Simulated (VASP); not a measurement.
# NbAs (F-43m) in VASP: further runs

Runs on NbAs. Level: PBE. Tasks: single point.

Program: VASP 6.6.1. These are calculated values, not measurements. Logs are shortened: lines on timing, memory, paths and dates and some standing lists are left out, and cuts for length are marked.

### 1 The cell of the first run

It takes space group F-43m (No. 216, cubic). The conventional cell has a = 5.814 Å, b = 5.814 Å, c = 5.814 Å, α = 90.00°, β = 90.00°, γ = 90.00°. Within 3.3 Å of Nb (site symmetry -43m) lie 4 As at 2.52 Å. As (site symmetry -43m) has 4 Nb at 2.52 Å within 3.3 Å.

### 2 Single point, PBE, collinear spin

Input file INCAR:

```
PREC = Accurate
ENCUT = 500
EDIFF = 1E-6
ISMEAR = 0
SIGMA = 0.1
LREAL = F
LASPH = T
NELM = 200
ALGO = Normal
ISIF = 2
LWAVE = F
LCHARG = F
ISPIN = 2
MAGMOM = 0.19 -0.01
LORBIT = 11
NUPDOWN = 0.25
LMAXMIX = 4
GGA = PE
NBANDS = 20
GGA_COMPAT = F
```

Input file KPOINTS:

```
regular mesh
0
Gamma
  12 12 12
```

Input file POSCAR:

```
NbAs
1.0
    0.0000000000      2.9067815048      2.9067815048
    2.9067815048      0.0000000000      2.9067815048
    2.9067815048      2.9067815048      0.0000000000
Nb As
1 1
Direct
    0.0000000000      0.0000000000      0.0000000000
    0.2500000000      0.2500000000      0.2500000000
```

Potentials or basis: VASP PAW PBE potentials, release 64 (Nb_sv, As).

On the command line:

```bash
> cat potpaw_PBE.64/Nb_sv/POTCAR potpaw_PBE.64/As/POTCAR > POTCAR
> mpirun -np 1 vasp_std > vasp.out
```

OUTCAR:

```text
PREC = Accurate
   ENCUT = 500
   EDIFF = 1E-6
   ISMEAR = 0
   LREAL = F
   LASPH = T
   NELM = 200
   ISIF = 2
   ISPIN = 2
   LORBIT = 11
   NUPDOWN = 0.25
   GGA = PE

 ion  position               nearest neighbor table
   1  0.000  0.000  0.000-   2 2.52   2 2.52   2 2.52   2 2.52
   2  0.250  0.250  0.250-   1 2.52   1 2.52   1 2.52   1 2.52

  LATTYP: Found a face centered cubic cell.
 ALAT       =     5.8135630096

  Lattice vectors:

 A1 = (   0.0000000000,   2.9067815048,   2.9067815048)
 A2 = (   2.9067815048,   0.0000000000,   2.9067815048)
 A3 = (   2.9067815048,   2.9067815048,   0.0000000000)

Analysis of symmetry for initial positions (statically):
=====================================================================
 Subroutine PRICEL returns:
 Original cell was already a primitive cell.

 Routine SETGRP: Setting up the symmetry group for a
 face centered cubic supercell.

 Subroutine GETGRP returns: Found 24 space group operations
 (whereof 24 operations were pure point group operations)
 out of a pool of 48 trial point group operations.

The static configuration has the point symmetry T_d .

Analysis of symmetry for dynamics (positions and initial velocities):
=====================================================================
 Subroutine PRICEL returns:
 Original cell was already a primitive cell.

 Routine SETGRP: Setting up the symmetry group for a
 face centered cubic supercell.

 Subroutine GETGRP returns: Found 24 space group operations
 (whereof 24 operations were pure point group operations)
 out of a pool of 48 trial point group operations.

The dynamic configuration has the point symmetry T_d .

Analysis of structural, dynamic, and magnetic symmetry:
=====================================================================
 Subroutine PRICEL returns:
 Original cell was already a primitive cell.

 Routine SETGRP: Setting up the symmetry group for a
 face centered cubic supercell.

 Subroutine GETGRP returns: Found 24 space group operations
 (whereof 24 operations were pure point group operations)
 out of a pool of 48 trial point group operations.

The overall configuration has the point symmetry T_d .

 Subroutine INISYM returns: Found 24 space group operations
 (whereof 24 operations are pure point group operations),
 and found     1 'primitive' translations

----------------------------------------------------------------------------------------

                                     Primitive cell

  volume of cell :      49.1210

  direct lattice vectors                    reciprocal lattice vectors
     0.000000000  2.906781505  2.906781505    -0.172011553  0.172011553  0.172011553
     2.906781505  0.000000000  2.906781505     0.172011553 -0.172011553  0.172011553
     2.906781505  2.906781505  0.000000000     0.172011553  0.172011553 -0.172011553

  length of vectors
     4.110809827  4.110809827  4.110809827     0.297932749  0.297932749  0.297932749

  position of ions in fractional coordinates (direct lattice)
     0.000000000  0.000000000  0.000000000
     0.250000000  0.250000000  0.250000000

  ion indices of the primitive-cell ions
   primitive index   ion index
                 1           1
                 2           2

----------------------------------------------------------------------------------------

 KPOINTS: regular mesh

Automatic generation of k-mesh.
 Grid dimensions read from file:
 generate k-points for:   12   12   12

 Generating k-lattice:

  Cartesian coordinates                     Fractional coordinates (reciprocal lattice)
    -0.014334296  0.014334296  0.014334296     0.083333333  0.000000000  0.000000000
     0.014334296 -0.014334296  0.014334296     0.000000000  0.083333333  0.000000000
     0.014334296  0.014334296 -0.014334296     0.000000000  0.000000000  0.083333333

  Length of vectors
     0.024827729  0.024827729  0.024827729

  Shift w.r.t. Gamma in fractional coordinates (k-lattice)
     0.000000000  0.000000000  0.000000000

 Subroutine IBZKPT returns following result:
 ===========================================

 Found     72 irreducible k-points:

 Following reciprocal coordinates:
            Coordinates               Weight
  0.000000  0.000000  0.000000      1.000000
  0.083333  0.000000  0.000000      8.000000
  0.166667  0.000000  0.000000      8.000000
  0.250000  0.000000  0.000000      8.000000
  0.333333  0.000000  0.000000      8.000000
  0.416667  0.000000  0.000000      8.000000
[... 16 lines left out ...]
  0.500000  0.166667  0.000000     24.000000
 -0.416667  0.166667  0.000000     24.000000
 [... further k-points ...]
   k-points           NKPTS =     72   k-points in BZ     NKDIM =     72   number of bands    NBANDS=     20
   number of dos      NEDOS =    301   number of ions     NIONS =      2
   total plane-waves  NPLWV =  27000
   dimension x,y,z NGX =    30 NGY =   30 NGZ =   30
   dimension x,y,z NGXF=    60 NGYF=   60 NGZF=   60
   ions per type =               1   1
   NGX,Y,Z   is equivalent  to a cutoff of  12.13, 12.13, 12.13 a.u.
   NGXF,Y,Z  is equivalent  to a cutoff of  24.26, 24.26, 24.26 a.u.
 SYSTEM =  unknown system
   PREC   = accura    normal or accurate (medium, high low for compatibility)
   ISTART =      0    job   : 0-new  1-cont  2-samecut
   ICHARG =      2    charge: 1-file 2-atom 10-const
   ISPIN  =      2    spin polarized calculation?
   LNONCOLLINEAR =      F non collinear calculations
   LSORBIT =      F    spin-orbit coupling
   LASPH  =      T    aspherical Exc in radial PAW
   ENCUT  =  500.0 eV  36.75 Ry    6.06 a.u.   7.49  7.49  7.49*2*pi/ulx,y,z
   NELM   =    200;   NELMIN=  2; NELMDL= -5     # of ELM steps
   EDIFF  = 0.1E-05   stopping-criterion for ELM
   LREAL  =      F    real-space projection
   EDIFFG = 0.1E-04   stopping-criterion for IOM
   NSW    =      0    number of steps for IOM
   IBRION =     -1    ionic relax: 0-MD 1-quasi-New 2-CG
   NFREE  =      0    steps in history (QN), initial steepest desc. (CG)
   ISIF   =      2    stress and relaxation
   ISYM   =      2    0-nonsym 1-usesym 2-fastsym
   POTIM  = 0.5000    time-step for ionic-motion
   TEBEG  =    0.0;   TEEND  =   0.0 temperature during run
   PSTRESS=    0.0 pullay stress
   NELECT =      18.0000    total number of electrons
   NUPDOWN=       0.2500    fix difference up-down
   EMIN   =  10.00;   EMAX   =-10.00  energy-range for DOS
   EFERMI =   0.00;   METHOD = LEGACY
   ISMEAR =     0;   SIGMA  =   0.10  broadening in eV -4-tet -1-fermi 0-gaus
   EFERMI_NEDOS =   21; number of points for ismear=-14 and -15
   IALGO  =     38    algorithm
   IMIX   =      4    mixing-type and parameters
     AMIX     =   0.40;   BMIX     =  1.00
     AMIX_MAG =   1.60;   BMIX_MAG =  1.00
  volume/ion in A,a.u.               =      24.56       165.74
  Fermi-wavevector in a.u.,A,eV,Ry     =   1.171503  2.213819 18.672887  1.372418
  Thomas-Fermi vector in A             =   2.307945
   LORBIT       =     11    0 simple, 1 ext, 2 COOP (PROOUT), +10 PAW based schemes
   GGA     = PE    functional components
   LHFCALC =     F    Hartree Fock is set to
   AEXX    =    0.0000 exact exchange contribution
   IVDW    =     0    specifies the selected vdW correction
   LEPSILON=     F    determine dielectric tensor
   LRPA    =     F    only Hartree local field effects (RPA)
 spin polarized calculation
 Gauss-broadening in eV      SIGMA  =   0.10
  energy-cutoff  :      500.00
  volume of cell :       49.12
 maximum number of plane-waves:      1283
 NGX is ok and might be reduce to    30
   NGX = 15   NGY = 15   NGZ = 15

 number of electron      18.0000002 magnetization       0.2499751

 Free energy of the ion-electron system (eV)
  ---------------------------------------------------
  ext. energy  EPLUGINS =         0.00000000
  ---------------------------------------------------
  free energy    TOTEN  =       -14.29808120 eV

  energy without entropy =      -14.28466825  energy(sigma->0) =      -14.29137473

 E-fermi :   5.8371     XC(G=0):  -9.9246

 val. band max:        5.8458341797   @ k =  -0.4167   0.3333   0.1667
 cond. band min:       5.8501085745   @ k =  -0.3333   0.4167   0.1667
 fundamental gap:      0.0042743949
 Fermi energy:         5.8465659854

 spin component 1

 k-point     1 :       0.0000    0.0000    0.0000
  band No.  band energies     occupation
      1     -49.6822      1.00000
      2     -25.7610      1.00000
      3     -25.7610      1.00000
      4     -25.7610      1.00000
      5      -5.8908      1.00000
      6       2.3799      1.00000
[... 12 lines left out ...]
     19      18.6065      0.00000
     20      18.6065      0.00000

 k-point     2 :       0.0833    0.0000    0.0000
  band No.  band energies     occupation
      1     -49.6820      1.00000
      2     -25.7655      1.00000
      3     -25.7617      1.00000
      4     -25.7617      1.00000
      5      -5.8367      1.00000
      6       2.2807      1.00000
[... 12 lines left out ...]
     19      18.3890      0.00000
     20      18.3890      0.00000

 k-point     3 :       0.1667    0.0000    0.0000
  band No.  band energies     occupation
      1     -49.6814      1.00000
      2     -25.7778      1.00000
      3     -25.7635      1.00000
      4     -25.7635      1.00000
      5      -5.6866      1.00000
      6       2.0546      1.00000
[... 12 lines left out ...]
     19      18.1200      0.00000
     20      18.1200      0.00000

 k-point     4 :       0.2500    0.0000    0.0000
  band No.  band energies     occupation
      1     -49.6804      1.00000
      2     -25.7945      1.00000
      3     -25.7660      1.00000
      4     -25.7660      1.00000
      5      -5.4753      1.00000
      6       1.8328      1.00000
[... 429 lines left out ...]
 k-point    23 :       0.5000    0.1667    0.0000
  band No.  band energies     occupation
      1     -49.6783      1.00000
      2     -25.8223      1.00000
      3     -25.7800      1.00000
      4     -25.7745      1.00000
      5      -4.9622      1.00000
      6       1.7604      1.00000
[... 12 lines left out ...]
     19      19.3904      0.00000
     20      19.6258      0.00000

 k-point    24 :      -0.4167    0.1667    0.0000
  band No.  band energies     occupation
      1     -49.6783      1.00000
      2     -25.8229      1.00000
      3     -25.7819      1.00000
      4     -25.7734      1.00000
      5      -4.9473      1.00000
      6       1.8579      1.00000
[... 12 lines left out ...]
     19      19.1097      0.00000
     20      19.1301      0.00000

 [... further k-points ...]

 spin component 2

 k-point     1 :       0.0000    0.0000    0.0000
  band No.  band energies     occupation
      1     -49.5450      1.00000
      2     -25.6035      1.00000
      3     -25.6035      1.00000
      4     -25.6035      1.00000
      5      -5.8792      1.00000
      6       2.4460      1.00000
[... 12 lines left out ...]
     19      18.6549      0.00000
     20      18.6549      0.00000

 k-point     2 :       0.0833    0.0000    0.0000
  band No.  band energies     occupation
      1     -49.5448      1.00000
      2     -25.6081      1.00000
      3     -25.6042      1.00000
      4     -25.6042      1.00000
      5      -5.8255      1.00000
      6       2.3446      1.00000
[... 12 lines left out ...]
     19      18.4409      0.00000
     20      18.4409      0.00000

 k-point     3 :       0.1667    0.0000    0.0000
  band No.  band energies     occupation
      1     -49.5441      1.00000
      2     -25.6204      1.00000
      3     -25.6060      1.00000
      4     -25.6060      1.00000
      5      -5.6763      1.00000
      6       2.1135      1.00000
[... 12 lines left out ...]
     19      18.1774      0.00000
     20      18.1774      0.00000

 k-point     4 :       0.2500    0.0000    0.0000
  band No.  band energies     occupation
      1     -49.5432      1.00000
      2     -25.6373      1.00000
      3     -25.6086      1.00000
      4     -25.6086      1.00000
      5      -5.4664      1.00000
      6       1.8854      1.00000
[... 429 lines left out ...]
 k-point    23 :       0.5000    0.1667    0.0000
  band No.  band energies     occupation
      1     -49.5411      1.00000
      2     -25.6653      1.00000
      3     -25.6227      1.00000
      4     -25.6171      1.00000
      5      -4.9568      1.00000
      6       1.8065      1.00000
[... 12 lines left out ...]
     19      19.4618      0.00000
     20      19.6831      0.00000

 k-point    24 :      -0.4167    0.1667    0.0000
  band No.  band energies     occupation
      1     -49.5410      1.00000
      2     -25.6660      1.00000
      3     -25.6246      1.00000
      4     -25.6160      1.00000
      5      -4.9419      1.00000
      6       1.8991      1.00000
[... 12 lines left out ...]
     19      19.1715      0.00000
     20      19.1996      0.00000

 [... further k-points ...]

------------------------ aborting loop because EDIFF is reached ----------------------------------------

  FORCE on cell =-STRESS in cart. coord.  units (eV):
  Direction    XX          YY          ZZ          XY          YZ          ZX
  --------------------------------------------------------------------------------------
  -------------------------------------------------------------------------------------
  Total        0.0521492      0.0521492      0.0521492     -0.0000000      0.0000000      0.0000000
  in kB        1.7009486      1.7009486      1.7009486     -0.0000000      0.0000000      0.0000000
  external PRESSURE =       1.7009486 kB  Pullay stress =       0.0000000 kB

 VOLUME and BASIS-vectors are now :
 -----------------------------------------------------------------------------
  energy-cutoff  :      500.00
  volume of cell :       49.12
      direct lattice vectors                 reciprocal lattice vectors
     0.000000000  2.906781505  2.906781505    -0.172011553  0.172011553  0.172011553
     2.906781505  0.000000000  2.906781505     0.172011553 -0.172011553  0.172011553
     2.906781505  2.906781505  0.000000000     0.172011553  0.172011553 -0.172011553

 POSITION                                       TOTAL-FORCE (eV/Angst)
 -----------------------------------------------------------------------------------
      0.00000      0.00000      0.00000        -0.000000     -0.000000     -0.000000
      1.45339      1.45339      1.45339         0.000000      0.000000      0.000000
 -----------------------------------------------------------------------------------
    total drift:                                0.000000      0.000000      0.000000

  FREE ENERGIE OF THE ION-ELECTRON SYSTEM (eV)
  ---------------------------------------------------
  free  energy   TOTEN  =       -14.2980811996 eV

  energy  without entropy=      -14.2846682518  energy(sigma->0) =      -14.29137473

 total charge

# of ion       s       p       d       tot
------------------------------------------
    1        2.162   5.974   2.496  10.633
    2        1.211   1.667   0.061   2.939
--------------------------------------------------
tot          3.373   7.642   2.558  13.572

 magnetization (x)

# of ion       s       p       d       tot
------------------------------------------
    1        0.002   0.001   0.200   0.203
    2       -0.002  -0.011   0.005  -0.008
--------------------------------------------------
tot          0.000  -0.011   0.206   0.195
```

Wall time 3.2 min (1 thread of AMD EPYC 7R13, shared host); peak memory 0.23 GiB.

What came out:

```
Free energy                                           : -14.2981 eV
Pressure                                              : 0.2 GPa
Net moment                                            : 0.25 μB per cell
Site moments                                          : Nb +0.20; As -0.01 μB
Valence electrons inside the program's atomic spheres : Nb 10.63; As 2.94
```

Caveat: the total moment is fixed, so each spin has its own Fermi level.

### 3 Single point, PBE, collinear spin

Input file INCAR:

```
ALGO     = Normal         # electronic algorithm
EDIFF    = 1E-6           # SCF threshold, eV
ENCUT    = 500            # plane-wave cutoff, eV
GGA      = PE             # functional
GGA_COMPAT= False        
ISIF     = 2              # what is computed and relaxed
ISMEAR   = 0              # smearing method
ISPIN    = 2              # spin polarisation
LASPH    = True           # aspherical terms in the spheres
LCHARG   = True           # write CHGCAR
LELF     = True           # ELF
LMAXMIX  = 4              # l up to which the mixer works
LORBIT   = 11             # projections on sites
LREAL    = False          # projectors in reciprocal space
LVHAR    = True         
LWAVE    = False          # write WAVECAR
MAGMOM   = 0.37 -0.01     # initial moments
NBANDS   = 20             # bands
NELM     = 200            # most SCF steps
NUPDOWN  = 0.5            # fixed moment
PREC     = Accurate       # precision mode
SIGMA    = 0.1            # smearing width, eV
```

Input file KPOINTS:

```
k-points
0
Gamma
  12 12 12
```

POSCAR is that of step 2.

Potentials or basis: VASP PAW PBE potentials, release 64 (Nb_sv, As).

On the command line:

```bash
> cat potpaw_PBE.64/Nb_sv/POTCAR potpaw_PBE.64/As/POTCAR > POTCAR
> mpirun -np 1 vasp_std > vasp.out
```

Run time: 3.5 min. Hardware: 1 thread of AMD EPYC 7R13, shared host; peak memory 0.23 GiB.

The run converged. Its results:

- Free energy: -14.2947 eV
- Pressure: 0.5 GPa
- Net moment: 0.50 μB per cell
- Site moments: Nb +0.40; As -0.02 μB
- Valence electrons inside the program's atomic spheres: Nb 10.64; As 2.94

Caveat: the total moment is fixed, so each spin has its own Fermi level.

### 4 Single point, PBE, collinear spin

Input file INCAR:

```
SYSTEM = NbAs
  PREC = Accurate
  ENCUT = 500
  EDIFF = 1E-6
  ISMEAR = 0
  SIGMA = 0.1
  LREAL = .FALSE.
  LASPH = .TRUE.
  NELM = 200
  ALGO = Normal
  ISIF = 2
  LWAVE = .FALSE.
  LCHARG = .FALSE.
  ISPIN = 2
  MAGMOM = 0.56 -0.02
  LORBIT = 11
  NUPDOWN = 0.75
  LMAXMIX = 4
  GGA = PE
  NBANDS = 20
  GGA_COMPAT = .FALSE.
```

Input file KPOINTS:

```
regular mesh
0
G
  12 12 12
  0 0 0
```

POSCAR is that of step 3.

On the command line:

```bash
> cat potpaw_PBE.64/Nb_sv/POTCAR potpaw_PBE.64/As/POTCAR > POTCAR
> mpirun -np 1 vasp_std > vasp.out
```

It took 3 min on 1 thread of AMD EPYC 7R13, shared host; peak memory 0.23 GiB.

Results (log left out):

| Item | Value |
| --- | --- |
| Free energy | -14.2889 eV |
| Pressure | 1.0 GPa |
| Net moment | 0.75 μB per cell |
| Site moments | Nb +0.60; As -0.02 μB |
| Valence electrons inside the program's atomic spheres | Nb 10.64; As 2.94 |

Caveat: the total moment is fixed, so each spin has its own Fermi level.

### 5 Summary

```tsv
fixed moment (μB)	pressure (GPa)	moment (μB)
0.25	0.2	0.25
0.5	0.5	0.50
0.75	1.0	0.75
```

Alike in all rows: task single point; level PBE; potentials or basis VASP PAW PBE potentials, release 64 (Nb_sv, As); spin collinear; cell as given; k mesh 12 × 12 × 12; cutoff (eV) 500; smearing gaussian 0.1 eV.

Caveats: the total moment is fixed, so each spin has its own Fermi level.

Absolute energies hang on the potentials; compare differences alone.
